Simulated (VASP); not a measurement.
# NaF in VASP: further runs, part 2 of 2

VASP 6.6.1. Earlier steps stand in the parts before.

### 3 Single point, PBE

File INCAR:

```
ALGO = Normal
EDIFF = 1E-7
ENCUT = 520
GGA = PE
ISIF = 2
ISMEAR = -1
LASPH = True
LCHARG = True
LELF = True
LREAL = False
LVHAR = True
LWAVE = False
NBANDS = 14
NELM = 60
PREC = Accurate
SIGMA = 0.02
```

File KPOINTS:

```
k-points
0
Gamma
  8 8 8
```

File POSCAR:

```
NaF
1.0
    0.0000000000      2.2858943317      2.2858943317
    2.2858943317      0.0000000000      2.2858943317
    2.2858943317      2.2858943317      0.0000000000
Na F
1 1
Direct
   -0.0426458908      0.0823524506      0.0823542004
    1.2926457094      0.4176476956      0.4176459457
```

Potentials or basis: VASP PAW PBE potentials, release 64 (Na_pv, F).

The run is started by

```
> cat potpaw_PBE.64/Na_pv/POTCAR potpaw_PBE.64/F/POTCAR > POTCAR
> mpirun -np 1 vasp_std > vasp.out
```

OUTCAR:

```text
EDIFF = 1E-7
   ENCUT = 520
   GGA = PE
   ISIF = 2
   ISMEAR = -1
   LASPH = True
   LREAL = False
   NELM = 60
   PREC = Accurate

 ion  position               nearest neighbor table
   1  0.957  0.082  0.082-   2 1.87   2 1.87   2 1.87
   2  0.293  0.418  0.418-   1 1.87   1 1.87   1 1.87

  LATTYP: Found a face centered cubic cell.
 ALAT       =     4.5717886634

  Lattice vectors:

 A1 = (   0.0000000000,   2.2858943317,   2.2858943317)
 A2 = (   2.2858943317,   0.0000000000,   2.2858943317)
 A3 = (   2.2858943317,   2.2858943317,   0.0000000000)

Analysis of symmetry for initial positions (statically):
=====================================================================
 Subroutine PRICEL returns:
 Original cell was already a primitive cell.

 Routine SETGRP: Setting up the symmetry group for a
 face centered cubic supercell.

 Subroutine GETGRP returns: Found  6 space group operations
 (whereof  2 operations were pure point group operations)
 out of a pool of 48 trial point group operations.

The static configuration has the point symmetry C_1h.
 The point group associated with its full space group is C_3v.

Analysis of symmetry for dynamics (positions and initial velocities):
=====================================================================
 Subroutine PRICEL returns:
 Original cell was already a primitive cell.

 Routine SETGRP: Setting up the symmetry group for a
 face centered cubic supercell.

 Subroutine GETGRP returns: Found  6 space group operations
 (whereof  2 operations were pure point group operations)
 out of a pool of 48 trial point group operations.

The dynamic configuration has the point symmetry C_1h.
 The point group associated with its full space group is C_3v.

 Subroutine INISYM returns: Found  6 space group operations
 (whereof  2 operations are pure point group operations),
 and found     1 'primitive' translations

----------------------------------------------------------------------------------------

                                     Primitive cell

  volume of cell :      23.8890

  direct lattice vectors                    reciprocal lattice vectors
     0.000000000  2.285894332  2.285894332    -0.218732770  0.218732770  0.218732770
     2.285894332  0.000000000  2.285894332     0.218732770 -0.218732770  0.218732770
     2.285894332  2.285894332  0.000000000     0.218732770  0.218732770 -0.218732770

  length of vectors
     3.232742766  3.232742766  3.232742766     0.378856272  0.378856272  0.378856272

  position of ions in fractional coordinates (direct lattice)
     0.957354109  0.082352451  0.082354200
     0.292645709  0.417647696  0.417645946

  ion indices of the primitive-cell ions
   primitive index   ion index
                 1           1
                 2           2

----------------------------------------------------------------------------------------

 KPOINTS: k-points

Automatic generation of k-mesh.
 Grid dimensions read from file:
 generate k-points for:    8    8    8

 Generating k-lattice:

  Cartesian coordinates                     Fractional coordinates (reciprocal lattice)
    -0.027341596  0.027341596  0.027341596     0.125000000  0.000000000  0.000000000
     0.027341596 -0.027341596  0.027341596     0.000000000  0.125000000  0.000000000
     0.027341596  0.027341596 -0.027341596     0.000000000  0.000000000  0.125000000

  Length of vectors
     0.047357034  0.047357034  0.047357034

  Shift w.r.t. Gamma in fractional coordinates (k-lattice)
     0.000000000  0.000000000  0.000000000

 Subroutine IBZKPT returns following result:
 ===========================================

 Found     65 irreducible k-points:

 Following reciprocal coordinates:
            Coordinates               Weight
  0.000000  0.000000  0.000000      1.000000
  0.125000  0.000000  0.000000      6.000000
  0.125000  0.125000  0.125000      2.000000
  0.250000  0.000000  0.000000      6.000000
  0.250000  0.250000  0.250000      2.000000
  0.375000  0.000000  0.000000      6.000000
[... 16 lines left out ...]
 -0.250000  0.125000  0.000000     12.000000
  0.125000  0.125000  0.375000      6.000000
 [... further k-points ...]
   k-points           NKPTS =     65   k-points in BZ     NKDIM =     65   number of bands    NBANDS=     14
   number of dos      NEDOS =    301   number of ions     NIONS =      2
   total plane-waves  NPLWV =  13824
   dimension x,y,z NGX =    24 NGY =   24 NGZ =   24
   dimension x,y,z NGXF=    48 NGYF=   48 NGZF=   48
   ions per type =               1   1
   NGX,Y,Z   is equivalent  to a cutoff of  12.34, 12.34, 12.34 a.u.
   NGXF,Y,Z  is equivalent  to a cutoff of  24.68, 24.68, 24.68 a.u.
 SYSTEM =  unknown system
   PREC   = accura    normal or accurate (medium, high low for compatibility)
   ISTART =      0    job   : 0-new  1-cont  2-samecut
   ICHARG =      2    charge: 1-file 2-atom 10-const
   ISPIN  =      1    spin polarized calculation?
   LNONCOLLINEAR =      F non collinear calculations
   LSORBIT =      F    spin-orbit coupling
   LASPH  =      T    aspherical Exc in radial PAW
   ENCUT  =  520.0 eV  38.22 Ry    6.18 a.u.   6.01  6.01  6.01*2*pi/ulx,y,z
   NELM   =     60;   NELMIN=  2; NELMDL= -5     # of ELM steps
   EDIFF  = 0.1E-06   stopping-criterion for ELM
   LREAL  =      F    real-space projection
   EDIFFG = 0.1E-05   stopping-criterion for IOM
   NSW    =      0    number of steps for IOM
   IBRION =     -1    ionic relax: 0-MD 1-quasi-New 2-CG
   NFREE  =      0    steps in history (QN), initial steepest desc. (CG)
   ISIF   =      2    stress and relaxation
   ISYM   =      2    0-nonsym 1-usesym 2-fastsym
   POTIM  = 0.5000    time-step for ionic-motion
   TEBEG  =    0.0;   TEEND  =   0.0 temperature during run
   PSTRESS=    0.0 pullay stress
   NELECT =      14.0000    total number of electrons
   NUPDOWN=      -1.0000    fix difference up-down
   EMIN   =  10.00;   EMAX   =-10.00  energy-range for DOS
   EFERMI =   0.00;   METHOD = LEGACY
   ISMEAR =    -1;   SIGMA  =   0.02  broadening in eV -4-tet -1-fermi 0-gaus
   EFERMI_NEDOS =   21; number of points for ismear=-14 and -15
   IALGO  =     38    algorithm
   IMIX   =      4    mixing-type and parameters
     AMIX     =   0.40;   BMIX     =  1.00
     AMIX_MAG =   1.60;   BMIX_MAG =  1.00
  volume/ion in A,a.u.               =      11.94        80.61
  Fermi-wavevector in a.u.,A,eV,Ry     =   1.369992  2.588909 25.536476  1.876878
  Thomas-Fermi vector in A             =   2.495818
   LORBIT       =      0    0 simple, 1 ext, 2 COOP (PROOUT), +10 PAW based schemes
   GGA     = PE    functional components
   LHFCALC =     F    Hartree Fock is set to
   AEXX    =    0.0000 exact exchange contribution
   IVDW    =     0    specifies the selected vdW correction
   LEPSILON=     F    determine dielectric tensor
   LRPA    =     F    only Hartree local field effects (RPA)
 non-spin polarized calculation
  energy-cutoff  :      520.00
  volume of cell :       23.89
 maximum number of plane-waves:       660
   NGX = 13   NGY = 13   NGZ = 13

 number of electron      13.9999998 magnetization

 Free energy of the ion-electron system (eV)
  ---------------------------------------------------
  ext. energy  EPLUGINS =         0.00000000
  ---------------------------------------------------
  free energy    TOTEN  =        -7.23785391 eV

  energy without entropy =       -7.23785391  energy(sigma->0) =       -7.23785391

 E-fermi :  -1.4249     XC(G=0):  -9.1026

 val. band max:       -1.9130399244   @ k =   0.0000   0.0000   0.0000
 cond. band min:       4.2774760699   @ k =   0.0000   0.0000   0.0000
 fundamental gap:      6.1905159944
 Fermi energy:        -1.4248804899

 k-point     1 :       0.0000    0.0000    0.0000
  band No.  band energies     occupation
      1     -21.3151      2.00000
      2     -20.2012      2.00000
      3     -20.1695      2.00000
      4     -20.1695      2.00000
      5      -2.2282      2.00000
      6      -2.2282      2.00000
      7      -1.9130      2.00000
      8       4.2775      0.00000
      9      18.6439      0.00000
     10      19.2703      0.00000
     11      19.2704      0.00000
     12      22.2500      0.00000
     13      22.2500      0.00000
     14      22.8070      0.00000
[... 375 lines left out ...]
 k-point    24 :       0.1250    0.1250    0.3750
  band No.  band energies     occupation
      1     -21.9665      2.00000
      2     -20.2512      2.00000
      3     -20.1999      2.00000
      4     -19.3584      2.00000
      5      -3.0796      2.00000
      6      -2.2763      2.00000
      7      -2.1393      2.00000
      8       7.0357      0.00000
      9      13.5089      0.00000
     10      17.5257      0.00000
     11      17.9077      0.00000
     12      22.0574      0.00000
     13      22.2098      0.00000
     14      24.4749      0.00000

 [... further k-points ...]
[... 5 lines left out ...]
  --------------------------------------------------------------------------------------
  -------------------------------------------------------------------------------------
  Total        5.1860560      5.1860560      5.1860560     -2.5094781     -2.5094781     -2.5094781
  in kB      347.8158223    347.8158223    347.8158223   -168.3044268   -168.3044268   -168.3044268
  external PRESSURE =     347.8158223 kB  Pullay stress =       0.0000000 kB

 VOLUME and BASIS-vectors are now :
 -----------------------------------------------------------------------------
  energy-cutoff  :      520.00
  volume of cell :       23.89
      direct lattice vectors                 reciprocal lattice vectors
     0.000000000  2.285894332  2.285894332    -0.218732770  0.218732770  0.218732770
     2.285894332  0.000000000  2.285894332     0.218732770 -0.218732770  0.218732770
     2.285894332  2.285894332  0.000000000     0.218732770  0.218732770 -0.218732770

 POSITION                                       TOTAL-FORCE (eV/Angst)
 -----------------------------------------------------------------------------------
      0.37650      2.37666      2.37666        -0.001418     -0.001418     -0.001418
      1.90939      1.62365      1.62366         0.001418      0.001418      0.001418
 -----------------------------------------------------------------------------------
    total drift:                               -0.005848      0.008853     -0.002882

  FREE ENERGIE OF THE ION-ELECTRON SYSTEM (eV)
  ---------------------------------------------------
  free  energy   TOTEN  =        -7.2378539062 eV

  energy  without entropy=       -7.2378539062  energy(sigma->0) =       -7.23785391
```

Wall time 13 s (1 thread of AMD EPYC 9R45 (Zen 5), shared host); peak memory 0.11 GiB.

Results:

```
Free energy            : -7.2379 eV
Pressure               : 34.8 GPa
Band gap on the k mesh : 6.19 eV, direct
```

Forces in eV/Å, atoms in the order of the input:
```
Na  -0.001 -0.001 -0.001
F    0.001  0.001  0.001
```

### 4 Single point, PBE

File INCAR:

```
PREC = Accurate
ENCUT = 520
EDIFF = 1E-7
ISMEAR = -1
SIGMA = 0.02
LREAL = F
LASPH = T
NELM = 100
ALGO = Normal
ISIF = 2
LWAVE = F
LCHARG = F
GGA = PE
NBANDS = 14
```

File KPOINTS:

```
regular mesh
0
Gamma
  8 8 8
```

File POSCAR:

```
NaF
1.0
    0.0000000000      2.2858943317      2.2858943317
    2.2858943317      0.0000000000      2.2858943317
    2.2858943317      2.2858943317      0.0000000000
Na F
1 1
Direct
   -0.0424886219      0.0568401164      0.0571319060
    0.7924882944      0.4431602485      0.4428680215
```

Potentials or basis: VASP PAW PBE potentials, release 64 (Na_pv, F).

The run is started by

```
> cat potpaw_PBE.64/Na_pv/POTCAR potpaw_PBE.64/F/POTCAR > POTCAR
> mpirun -np 1 vasp_std > vasp.out
```

OUTCAR:

```text
PREC = Accurate
   ENCUT = 520
   EDIFF = 1E-7
   ISMEAR = -1
   LREAL = F
   LASPH = T
   NELM = 100
   ISIF = 2
   GGA = PE

 ion  position               nearest neighbor table
   1  0.958  0.057  0.057-   2 1.90   2 1.92   2 1.92
   2  0.792  0.443  0.443-   1 1.90   1 1.92   1 1.92

  LATTYP: Found a face centered cubic cell.
 ALAT       =     4.5717886634

  Lattice vectors:

 A1 = (   0.0000000000,   2.2858943317,   2.2858943317)
 A2 = (   2.2858943317,   0.0000000000,   2.2858943317)
[... 581 lines left out ...]
      7      -2.0753      2.00000
      8       6.0922      0.00000
      9      14.4489      0.00000
     10      16.6430      0.00000
     11      18.9141      0.00000
     12      21.4065      0.00000
     13      22.9305      0.00000
     14      25.7411      0.00000

 [... further k-points ...]
[... 5 lines left out ...]
  --------------------------------------------------------------------------------------
  -------------------------------------------------------------------------------------
  Total        4.1420993      3.7794138      3.8077054      1.6790446     -1.5318377      1.6919595
  in kB      277.8002587    253.4758480    255.3732923    112.6093267   -102.7365302    113.4754997
  external PRESSURE =     262.2164663 kB  Pullay stress =       0.0000000 kB

 VOLUME and BASIS-vectors are now :
 -----------------------------------------------------------------------------
  energy-cutoff  :      520.00
  volume of cell :       23.89
      direct lattice vectors                 reciprocal lattice vectors
     0.000000000  2.285894332  2.285894332    -0.218732770  0.218732770  0.218732770
     2.285894332  0.000000000  2.285894332     0.218732770 -0.218732770  0.218732770
     2.285894332  2.285894332  0.000000000     0.218732770  0.218732770 -0.218732770

 POSITION                                       TOTAL-FORCE (eV/Angst)
 -----------------------------------------------------------------------------------
      0.26053      2.31937      2.31870        -1.029313      0.774731      0.793952
      2.02537      2.82389      2.82456         1.029313     -0.774731     -0.793952
 -----------------------------------------------------------------------------------
    total drift:                                0.000095     -0.000141     -0.000144

  FREE ENERGIE OF THE ION-ELECTRON SYSTEM (eV)
  ---------------------------------------------------
  free  energy   TOTEN  =        -7.6002491489 eV

  energy  without entropy=       -7.6002491489  energy(sigma->0) =       -7.60024915
```

It took 39 s on 1 thread of AMD EPYC 9R45 (Zen 5), shared host; peak memory 0.16 GiB.

Results:

* Free energy: -7.6002 eV
* Pressure: 26.2 GPa
* Largest force: 1.513 eV/Å
* Band gap on the k mesh: 6.27 eV, direct

Forces on the atoms (eV/Å):
```
Na  -1.029  0.775  0.794
F    1.029 -0.775 -0.794
```

Stress tensor (GPa, compression positive):
```
 27.78  11.26  11.35
 11.26  25.35 -10.27
 11.35 -10.27  25.54
```

Levels at points of the mesh, in eV from the valence-band top:
| k point | band 3 | band 4 | band 5 | band 6 | band 7 | band 8 | band 9 | band 10 | band 11 | band 12 |
| --- | --- | --- | --- | --- | --- | --- | --- | --- | --- | --- |
| (0.00, 0.00, 0.00) | -18.42 | -18.30 | -0.24 | -0.23 | 0.00 | 6.27 | 20.09 | 20.15 | 21.00 | 22.62 |
| (0.50, 0.00, 0.00) | -18.44 | -18.24 | -1.62 | -0.44 | -0.43 | 11.39 | 12.86 | 20.55 | 20.60 | 24.39 |
| (0.00, 0.50, 0.00) | -18.47 | -17.25 | -1.60 | -0.19 | -0.11 | 10.96 | 12.05 | 18.67 | 21.18 | 22.61 |
| (0.00, 0.00, 0.50) | -18.47 | -17.25 | -1.60 | -0.19 | -0.11 | 10.97 | 12.05 | 18.67 | 21.18 | 22.62 |
| (0.50, 0.50, 0.50) | -18.47 | -17.22 | -1.59 | -0.20 | -0.11 | 10.95 | 12.05 | 18.67 | 21.16 | 22.58 |
| (0.50, 0.50, 0.00) | -18.51 | -17.36 | -1.28 | -0.56 | -0.43 | 11.89 | 13.60 | 15.00 | 19.91 | 22.45 |
| (0.00, 0.50, 0.50) | -18.51 | -17.33 | -1.27 | -0.56 | -0.43 | 11.88 | 13.60 | 14.96 | 19.94 | 22.39 |
| (0.50, 0.00, 0.50) | -18.51 | -17.36 | -1.28 | -0.56 | -0.43 | 11.89 | 13.60 | 15.01 | 19.91 | 22.45 |

Caveat: forces of over 1 eV/Å act on the atoms, so gaps and moduli don't describe the material at rest. PBE gaps usually lie below the measured ones, often by a third to a half.
